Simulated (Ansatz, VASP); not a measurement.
One calculation of BaTiO3, two programs

```
Ba Ti O
1.0
     3.99980    0.00000    0.00000
     0.00000    3.99980    0.00000
     0.00000    0.00000    4.01800
Ba Ti O
1 1 3
Cartesian
  0.0000 0.0000 0.0009
  1.9999 1.9999 1.9484
  1.9999 1.9999 0.1081
  1.9999 0.0000 2.0712
  0.0000 1.9999 2.0712
```

Alike in both runs: functional r2SCAN; k mesh 8 × 8 × 8; occupations gaussian, width 0.02 eV; no spin polarisation.

Ansatz relaxed the structure, and its values are those at the end. VASP's run is a single point on that final structure, the one shown.

|  | VASP | Ansatz |
| --- | --- | --- |
| version | VASP 6.6.1 | Ansatz 0.2.0 |
| potentials or method | VASP PAW PBE potentials, release 64 (Ba_sv, Ti_sv, O), cutoff 520 eV | scalar-relativistic, plane waves, PAW |
| valence electrons in the cell | 40 | 40 |

Ansatz gave:

```
gap on the k mesh at the Fermi level (eV) : 2.22
least direct gap on the mesh (eV)         : 2.55
pressure (GPa)                            : 0.2
rms of the force components (eV/Å)        : 0.002
```

Problem. What did VASP give for the same quantities?

Solution. gap on the k mesh at the Fermi level (eV): 2.19; least direct gap on the mesh (eV): 2.56; pressure (GPa): 2.2; rms of the force components (eV/Å): 0.053.

VASP's potentials were made for PBE, not for r2SCAN. With one functional, cell and mesh, what is left measures potentials, basis and numerics. Ansatz's warnings: stress scf threshold loose.

Neither program's run includes spin-orbit coupling.
